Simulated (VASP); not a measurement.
Write the native input for VASP 6.6.1 that does the following.

- Task: single point
- Functional: PBE
- Potentials or basis: VASP PAW PBE potentials, release 64 (Na_pv, Cl)
- Cutoff: 520 eV
- k mesh: 2 × 2 × 2
- Occupations: fermi-dirac, width 0.02 eV
- Spin: collinear spin
- Starting moments: [0.0, 0.0, 0.0, 0.0, 0.0, 0.0, 0.0, 0.0, 0.0, 0.0, 0.0, 0.0, 0.0, 0.0, 0.0, 0.0, 1.0] μB
- Dipole correction: no
- Further INCAR settings: LREAL = Auto; ALGO = Normal; EDIFF = 1e-07; NBANDS = 78

The structure of Na8Cl9 (a cell with a defect) lies in POSCAR:

```
Na8Cl9
1.0
    0.0000000000      5.6850000000      5.6850000000
    5.6850000000      0.0000000000      5.6850000000
    5.6850000000      5.6850000000      0.0000000000
Na Cl
8 9
Direct
    0.0381090589     -0.0082409850      0.0497537379
   -0.0021459982      0.0116094987      0.4403166227
    0.0858223395      0.6027264732     -0.1317502199
   -0.0136323659      0.4849780123      0.4820756376
    0.5379947230     -0.0383113456      0.0147229551
    0.4500087951      0.0617590150      0.5075813544
    0.4515215479      0.4706420405      0.0732805629
    0.5013632366      0.4842480211      0.4752770449
    0.2468601583      0.2655936675      0.2427264732
    0.2407124011      0.2597097625      0.8142568162
    0.2630606860      0.7390501319      0.2401407212
    0.4085839930      0.6738962181      0.7051715040
    0.7779507476      0.2609762533      0.2543447669
    0.6992348285      0.2899472296      0.7533597186
    0.7629815303      0.7881354442      0.2830870712
    0.7567458223      0.7695338610      0.7500087951
    0.0516710642      0.0031926121      0.7336939314
```

These files were run (other wordings do the same):

INCAR

```
SYSTEM = Na8Cl9
PREC = Accurate
ENCUT = 520
EDIFF = 1E-7
ISMEAR = -1
SIGMA = 0.02
LREAL = Auto
LASPH = .TRUE.
NELM = 150
ALGO = Normal
ISIF = 2
LWAVE = .FALSE.
LCHARG = .FALSE.
ISPIN = 2
MAGMOM = 0 0 0 0 0 0 0 0 0 0 0 0 0 0 0 0 1
LORBIT = 11
GGA = PE
NBANDS = 78
```

KPOINTS

```
regular mesh
0
G
  2 2 2
  0 0 0
```

Potentials or basis: VASP PAW PBE potentials, release 64 (Na_pv, Cl).

Run with:

```console
$ cat potpaw_PBE.64/Na_pv/POTCAR potpaw_PBE.64/Cl/POTCAR > POTCAR
$ mpirun -np 1 vasp_std > vasp.out
```

It gave:

- Pressure: 5.2 GPa
- Largest force: 1.718 eV/Å
- Net moment: 0.00 μB per cell
- Valence electrons inside the program's atomic spheres: Na 6.07, 6.05, 6.03, 6.02, 6.04; Cl 5.21, 5.18, 5.22, 5.14, 5.20, 5.10, 5.17, 5.13

Caveat: the k points lie up to 0.48 Å⁻¹ apart.

Wall time 8.5 min on 1 thread of Intel(R) Xeon(R) 6975P-C (Granite Rapids) (shared host), peak memory 0.78 GiB.
